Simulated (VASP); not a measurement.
Set up this calculation in VASP 6.6.1, as the native input.

| Quantity | Value |
| --- | --- |
| Task | single point |
| Functional | r2SCAN |
| Potentials or basis | VASP PAW PBE potentials, release 64 (Ge_d) |
| Cutoff | 550 eV |
| k mesh | 13 × 13 × 7 |
| Occupations | methfessel-paxton, width 0.1 eV |
| Spin | no spin polarisation |
| Dipole correction | no |
| Further INCAR settings | ALGO = Normal; EDIFF = 1e-06; NBANDS = 21 |

Ge:

```
Ge
1.0
     1.40063   -2.40998    0.00000
     1.40063    2.40998    0.00000
     0.00000    0.00000    5.19543
Ge
2
Direct
  0.50001 0.49999 0.75000
  0.49999 0.50001 0.25000
```

This isn't the form of Ge at room conditions, which is diamond.

These files were run (other wordings do the same):

POSCAR

```
Ge
1.0
    1.4006310913     -2.4099800928      0.0000000000
    1.4006310913      2.4099800928      0.0000000000
    0.0000000000      0.0000000000      5.1954271280
Ge
2
Direct
    0.5000107969      0.4999892031      0.7500000000
    0.4999892031      0.5000107969      0.2500000000
```

INCAR.step1

```
SYSTEM = Ge
ALGO = Normal ; EDIFF = 1E-5
ENCUT = 550 ; GGA = PE
GGA_COMPAT = .False. ; ISMEAR = 1
LASPH = .True. ; LCHARG = .False.
LREAL = .False. ; LWAVE = .True.
NBANDS = 21 ; NELM = 120
PREC = Accurate ; SIGMA = 0.1
```

INCAR.step2

```
SYSTEM = Ge
ALGO = Normal ; EDIFF = 1E-6
ENCUT = 550 ; GGA_COMPAT = .False.
ISIF = 2 ; ISMEAR = 1
ISTART = 1 ; LASPH = .True.
LCHARG = .True. ; LELF = .True.
LMIXTAU = .True. ; LREAL = .False.
LVHAR = .True. ; LWAVE = .False.
METAGGA = R2SCAN ; NBANDS = 21
NELM = 120 ; PREC = Accurate
SIGMA = 0.1
```

KPOINTS

```
k-points
0
Gamma
  13 13 7
  0 0 0
```

Potentials or basis: VASP PAW PBE potentials, release 64 (Ge_d).

Command:

```console
$ cat potpaw_PBE.64/Ge_d/POTCAR > POTCAR
$ cp INCAR.step1 INCAR
$ mpirun -np 1 vasp_std > vasp.out
$ cp INCAR.step2 INCAR
$ mpirun -np 1 vasp_std > vasp.out
```

It gave:

The pressure is 4.9 GPa and the band gap on the k mesh is zero (bands 14 and 15 overlap by 9.93 eV).

Caveat: the cell stands under pressure; the PAW data sets were made with another functional, which shifts forces and pressure a little.

It took 4 min on 1 thread of Intel(R) Xeon(R) Platinum 8488C (Sapphire Rapids), on a shared host, peak memory 0.25 GiB.
